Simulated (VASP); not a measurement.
Wanted: the native input for a VASP 6.6.1 run.

| Property | Result |
| --- | --- |
| Task | single point |
| Functional | PBE |
| Dispersion | D3(BJ) |
| Potentials or basis | VASP PAW PBE potentials, release 64 (Sn_d, O) |
| Cutoff | 520 eV |
| k mesh | 7 × 7 × 1 |
| Occupations | gaussian, width 0.05 eV |
| Spin | no spin polarisation |
| Dipole correction | yes |
| Further INCAR settings | ALGO = Normal; EDIFF = 1e-06; NBANDS = 50; NELMDL = -8 |

The structure of SnO lies in POSCAR:

```
SnO
1.0
    3.8201630995      0.0000000000      0.0000000000
    0.0000000000      3.8201630995      0.0000000000
    0.0000000000      0.0000000000     22.2260821294
Sn O
4 4
Direct
    0.7500000000      0.2500000000      0.2024648327
    0.2500000000      0.7500000000      0.3087832136
    0.7500000000      1.2500000000      0.5067488278
    0.2500000000      1.7500000000      0.6130672086
    0.2500000000      0.2500000000      0.2556240231
    0.7500000000      0.7500000000      0.2556240231
    0.2500000000      1.2500000000      0.5599080182
    0.7500000000      1.7500000000      0.5599080182
```

This cell differs from its parent crystal: layers slid over each other.

These files were run (other wordings do the same):

INCAR

```
SYSTEM = SnO
  PREC = Accurate
  ENCUT = 520
  EDIFF = 1E-6
  ISMEAR = 0
  SIGMA = 0.05
  LREAL = .FALSE.
  LASPH = .TRUE.
  NELM = 120
  ALGO = Normal
  ISIF = 2
  LWAVE = .FALSE.
  LCHARG = .FALSE.
  LDIPOL = .TRUE.
  IDIPOL = 3
  DIPOL = 0.5 0.5 0.408
  GGA = PE
  IVDW = 12
  NBANDS = 50
  GGA_COMPAT = .FALSE.
  NELMDL = -8
```

KPOINTS

```
Automatic mesh
0
G
  7 7 1
  0 0 0
```

Potentials or basis: VASP PAW PBE potentials, release 64 (Sn_d, O).

Run with:

```sh
$ cat potpaw_PBE.64/Sn_d/POTCAR potpaw_PBE.64/O/POTCAR > POTCAR
$ mpirun -np 1 vasp_std > vasp.out
```

Results of the run:

The largest force is 0.179 eV/Å. The band gap on the k mesh is 2.61 eV (least direct gap 2.63 eV) and the dispersion energy per atom is -0.153 eV.

Caveat: the cell differs from its parent crystal (layers slid over each other); spin-orbit coupling is left out, which moves the levels of the heavy elements.

It took 4.8 min on 1 thread of Oxide Virtual Turin-like Processor, with other jobs on the host, peak memory 0.36 GiB.
